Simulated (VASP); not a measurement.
# LiCl (Fm-3m) in VASP: notebook, part 2 of 2

VASP 6.6.1. The steps go on from the part before.

## 3. Single point, PBEsol+D3(BJ)

File INCAR:

```
SYSTEM = LiCl
ALGO = Normal
EDIFF = 1E-7
ENCUT = 520
GGA = PS
ISIF = 2
ISMEAR = -1
IVDW = 12
LASPH = .TRUE.
LCHARG = .FALSE.
LREAL = .FALSE.
LWAVE = .FALSE.
NBANDS = 12
NELM = 60
PREC = Accurate
SIGMA = 0.05
```

File KPOINTS:

```
k-points
0
G
  9 9 9
  0 0 0
```

File POSCAR:

```
LiCl
1.0
    0.0000000000      2.5647700000      2.5647700000
    2.5647700000      0.0000000000      2.5647700000
    2.5647700000      2.5647700000      0.0000000000
Cl Li
1 1
Direct
    0.5000000000      0.5000000000      0.5000000000
    0.0000000000      0.0000000000      0.0000000000
```

Potentials or basis: VASP PAW PBE potentials, release 64 (Cl, Li_sv).

Run with:

```
cat potpaw_PBE.64/Cl/POTCAR potpaw_PBE.64/Li_sv/POTCAR > POTCAR
mpirun -np 1 vasp_std > vasp.out
```

It took 28 s on 1 thread of AMD EPYC 7R43 (Zen 3), shared host; peak memory 0.13 GiB.

It converged, with:

| Item | Value |
| --- | --- |
| Free energy | -7.9966 eV |
| Band gap on the k mesh | 6.14 eV, direct |
| Dispersion energy per atom | -0.181 eV |

Levels at points of the mesh, in eV from the valence-band top:
| k point | band 2 | band 3 | band 4 | band 5 | band 6 | band 7 | band 8 | band 9 |
| --- | --- | --- | --- | --- | --- | --- | --- | --- |
| (0.00, 0.00, 0.00) | -13.39 | 0.00 | 0.00 | 0.00 | 6.14 | 11.81 | 11.81 | 11.81 |

Caveat: the cutoff is under 1.25 times the usual one of these potentials, so pressure, stress and relaxed cells hold a basis-set (Pulay) error; three body term missing; the PAW data sets were made with another functional, which shifts forces and pressure a little. Expect the measured gap to be larger: semilocal functionals such as PBEsol lack the derivative discontinuity.

## 4. Relaxation of cell and atoms, PBEsol

File INCAR:

```
PREC = Accurate
ENCUT = 600
EDIFF = 1E-7
ISMEAR = -1
SIGMA = 0.05
LREAL = F
LASPH = T
NELM = 100
ALGO = Normal
ISIF = 3
LWAVE = F
LCHARG = F
GGA = PS
IBRION = 2
NSW = 60
EDIFFG = -0.01
```

File KPOINTS:

```
regular mesh
0
Gamma
  9 9 9
```

POSCAR is that of step 3.

Potentials or basis: VASP PAW PBE potentials, release 64 (Cl, Li_sv).

Run with:

```
cat potpaw_PBE.64/Cl/POTCAR potpaw_PBE.64/Li_sv/POTCAR > POTCAR
mpirun -np 1 vasp_std > vasp.out
```

OUTCAR:

```text
PREC = Accurate
   ENCUT = 600
   EDIFF = 1E-7
   ISMEAR = -1
   LREAL = F
   LASPH = T
   NELM = 100
   ISIF = 3
   GGA = PS
   IBRION = 2
   NSW = 60
   EDIFFG = -0.01

 ion  position               nearest neighbor table
   1  0.500  0.500  0.500-   2 2.56   2 2.56   2 2.56   2 2.56   2 2.56   2 2.56
   2  0.000  0.000  0.000-   1 2.56   1 2.56   1 2.56   1 2.56   1 2.56   1 2.56

  LATTYP: Found a face centered cubic cell.
 ALAT       =     5.1295400000

  Lattice vectors:

 A1 = (   0.0000000000,   2.5647700000,   2.5647700000)
 A2 = (   2.5647700000,   0.0000000000,   2.5647700000)
 A3 = (   2.5647700000,   2.5647700000,   0.0000000000)

Analysis of symmetry for initial positions (statically):
=====================================================================
 Subroutine PRICEL returns:
 Original cell was already a primitive cell.

 Routine SETGRP: Setting up the symmetry group for a
 face centered cubic supercell.

 Subroutine GETGRP returns: Found 48 space group operations
 (whereof 48 operations were pure point group operations)
 out of a pool of 48 trial point group operations.

The static configuration has the point symmetry O_h .

Analysis of symmetry for dynamics (positions and initial velocities):
=====================================================================
 Subroutine PRICEL returns:
 Original cell was already a primitive cell.

 Routine SETGRP: Setting up the symmetry group for a
 face centered cubic supercell.
[... 225 lines left out ...]

 number of electron       9.9999995 magnetization

 Free energy of the ion-electron system (eV)
  ---------------------------------------------------
  ext. energy  EPLUGINS =         0.00000000
  ---------------------------------------------------
  free energy    TOTEN  =        -7.64027320 eV

  energy without entropy =       -7.64027320  energy(sigma->0) =       -7.64027320

 E-fermi :   1.9483     XC(G=0):  -9.0791

 val. band max:        0.8300296244   @ k =   0.0000   0.0000   0.0000
 cond. band min:       7.1885622689   @ k =   0.0000   0.0000   0.0000
 fundamental gap:      6.3585326444
 Fermi energy:         1.9482610429

 k-point     1 :       0.0000    0.0000    0.0000
  band No.  band energies     occupation
      1     -41.9193      2.00000
      2     -12.7036      2.00000
      3       0.8300      2.00000
      4       0.8300      2.00000
      5       0.8300      2.00000
      6       7.1886      0.00000
      7      12.6722      0.00000
      8      12.6722      0.00000
      9      12.6722      0.00000
[... 265 lines left out ...]
 k-point    24 :       0.4444    0.4444    0.0000
  band No.  band energies     occupation
      1     -41.9146      2.00000
      2     -11.8238      2.00000
      3      -2.2203      2.00000
      4      -0.3370      2.00000
      5      -0.3370      2.00000
      6       8.7384      0.00000
      7       8.9259      0.00000
      8      13.1463      0.00000
      9      14.9489      0.00000

 [... further k-points ...]

------------------------ aborting loop because EDIFF is reached ----------------------------------------

  FORCE on cell =-STRESS in cart. coord.  units (eV):
  Direction    XX          YY          ZZ          XY          YZ          ZX
  --------------------------------------------------------------------------------------
  -------------------------------------------------------------------------------------
  Total       -0.0142782     -0.0142782     -0.0142782     -0.0000000      0.0000000      0.0000000
  in kB       -0.7045542     -0.7045542     -0.7045542     -0.0000000      0.0000000      0.0000000
  external PRESSURE =      -0.7045542 kB  Pullay stress =       0.0000000 kB
[... 17 lines left out ...]
  FREE ENERGIE OF THE ION-ELECTRON SYSTEM (eV)
  ---------------------------------------------------
  free  energy   TOTEN  =        -7.6402731952 eV

  energy  without entropy=       -7.6402731952  energy(sigma->0) =       -7.64027320

 reached required accuracy - stopping structural energy minimisation
```

OSZICAR:

```text
N       E                     dE             d eps       ncg     rms          rms(c)
DAV:   1     0.448005923841E+02    0.44801E+02   -0.46156E+03   630   0.113E+03
DAV:   2    -0.567182428720E+01   -0.50472E+02   -0.48771E+02   864   0.164E+02
DAV:   3    -0.764302188239E+01   -0.19712E+01   -0.19694E+01   767   0.396E+01
[... 22 lines left out ...]
DAV:   3    -0.764034046511E+01    0.18644E-02   -0.76179E-03   652   0.572E-01    0.190E-01
DAV:   4    -0.764027319275E+01    0.67272E-04   -0.18847E-04  1042   0.119E-01    0.384E-02
DAV:   5    -0.764027383312E+01   -0.64037E-06   -0.22652E-05   844   0.382E-02    0.985E-03
DAV:   6    -0.764027319782E+01    0.63530E-06   -0.69362E-07   773   0.906E-03    0.374E-03
DAV:   7    -0.764027319518E+01    0.26465E-08   -0.13810E-07   438   0.354E-03
   3 F= -.76402732E+01 E0= -.76402732E+01  d E =-.563988E-02
```

Run time: 53 s. Hardware: 1 thread of AMD EPYC 7R43 (Zen 3), shared host; peak memory 0.12 GiB.

What came out:

```yaml
Free_energy: -7.6403 eV
Relaxed_volume: 16.23 Å³/atom
Relaxed_cell: a = 3.581 Å, b = 3.581 Å, c = 3.581 Å, α = 60.00°, β = 60.00°, γ = 60.00°
Space_group_after_relaxing_to_0.05_Å: Fm-3m (No. 225)
Energy_gained_by_relaxing: 2.8 meV/atom
Ionic_steps: 3
Pressure_after_relaxing: -0.1 GPa
Band_gap_on_the_k_mesh: 6.36 eV, direct
```

The path:
| step | energy change (eV) | largest force (eV/Å) | pressure (GPa) | volume (Å³) |
| --- | --- | --- | --- | --- |
| 1 | 0.0000 | 0.0000 | -1.30 | 33.74 |
| 2 | -0.0042 | 0.0000 | -0.69 | 33.08 |
| 3 | -0.0056 | 0.0000 | -0.07 | 32.47 |

Final structure:
```yaml
crystal:
  lattice:
    - [0.00000, 2.53209, 2.53209]
    - [2.53209, 0.00000, 2.53209]
    - [2.53209, 2.53209, 0.00000]
  atoms:
    - { symbol: Cl, position: [0.50000, 0.50000, 0.50000] }
    - { symbol: Li, position: [0.00000, 0.00000, 0.00000] }
```

Caveat: the cutoff is under 1.25 times the usual one of these potentials, so pressure, stress and relaxed cells hold a basis-set (Pulay) error; the PAW data sets were made with another functional, which shifts forces and pressure a little. A k mesh can miss the band edges.

## 5. Relaxation of cell and atoms, PBEsol+D3(BJ)

File INCAR:

```
SYSTEM = LiCl
PREC = Accurate
ENCUT = 600
EDIFF = 1E-6
ISMEAR = -1
SIGMA = 0.05
LREAL = .False.
LASPH = .True.
NELM = 100
ALGO = Normal
ISIF = 3
LWAVE = .False.
LCHARG = .False.
GGA = PS
IVDW = 12
IBRION = 2
NSW = 60
EDIFFG = -0.01
```

File KPOINTS:

```
Automatic mesh
0
Gamma
  9 9 9
  0 0 0
```

POSCAR is that of step 4.

Run with:

```
cat potpaw_PBE.64/Cl/POTCAR potpaw_PBE.64/Li_sv/POTCAR > POTCAR
mpirun -np 1 vasp_std > vasp.out
```

It took 50 s on 1 thread of AMD EPYC 7R43 (Zen 3), shared host; peak memory 0.14 GiB.

It converged, with:

```
Free energy                            : -8.0284 eV
Relaxed volume                         : 15.35 Å³/atom
Relaxed cell                           : a = 3.515 Å, b = 3.515 Å, c = 3.515 Å, α = 60.00°, β = 60.00°, γ = 60.00°
Space group after relaxing (to 0.05 Å) : Fm-3m (No. 225)
Energy gained by relaxing              : 15.8 meV/atom
Ionic steps                            : 4
Pressure after relaxing                : 0.0 GPa
Band gap on the k mesh                 : 6.70 eV, indirect (least direct gap 6.71 eV)
Dispersion energy per atom             : -0.200 eV
```

Step by step:
| step | energy change (eV) | largest force (eV/Å) | pressure (GPa) | volume (Å³) |
| --- | --- | --- | --- | --- |
| 1 | 0.0000 | 0.0000 | -3.05 | 33.74 |
| 2 | -0.0232 | 0.0000 | -1.70 | 32.20 |
| 3 | -0.0314 | 0.0000 | -0.23 | 30.89 |
| 4 | -0.0315 | 0.0000 | 0.01 | 30.70 |

Final structure:
```
Cl Li
1.0
     0.00000    2.48520    2.48520
     2.48520    0.00000    2.48520
     2.48520    2.48520    0.00000
Cl Li
1 1
Direct
  0.50000 0.50000 0.50000
  0.00000 0.00000 0.00000
```

Levels at points of the mesh, in eV from the valence-band top:
```csv
k point,band 3,band 4,band 5,band 6,band 7,band 8
"(0.00, 0.00, 0.00)",0.00,0.00,0.00,6.71,11.88,11.88
```

Caveat: the cutoff is under 1.25 times the usual one of these potentials, so pressure, stress and relaxed cells hold a basis-set (Pulay) error; the PAW data sets were made with another functional, which shifts forces and pressure a little.

## 6. The runs side by side

```csv
task,level,potentials or basis,cell,cutoff (eV),smearing,gap on the mesh (eV),pressure (GPa),relaxed volume (Å³/atom)
relaxation of cell and atoms,LDA,"VASP PAW LDA potentials, release 64 (Cl, Li_sv)",relaxed,600,gaussian 0.01 eV,6.57,0.0,15.25
single point,PBEsol+D3(BJ),"VASP PAW PBE potentials, release 64 (Cl, Li_sv)",as given,520,fermi-dirac 0.05 eV,6.14,-,-
relaxation of cell and atoms,PBEsol,"VASP PAW PBE potentials, release 64 (Cl, Li_sv)",relaxed,600,fermi-dirac 0.05 eV,6.36,-0.1,16.23
relaxation of cell and atoms,PBEsol+D3(BJ),"VASP PAW PBE potentials, release 64 (Cl, Li_sv)",relaxed,600,fermi-dirac 0.05 eV,6.70,0.0,15.35
```

Alike in all rows: no spin polarisation; k mesh 9 × 9 × 9.

Caveats: the cutoff is under 1.25 times the usual one of these potentials, so pressure, stress and relaxed cells hold a basis-set (Pulay) error; the PAW data sets were made with another functional, which shifts forces and pressure a little (some runs); three body term missing (some runs).

Total energies depend on the potentials used, so only differences within one code and one set of settings carry meaning.
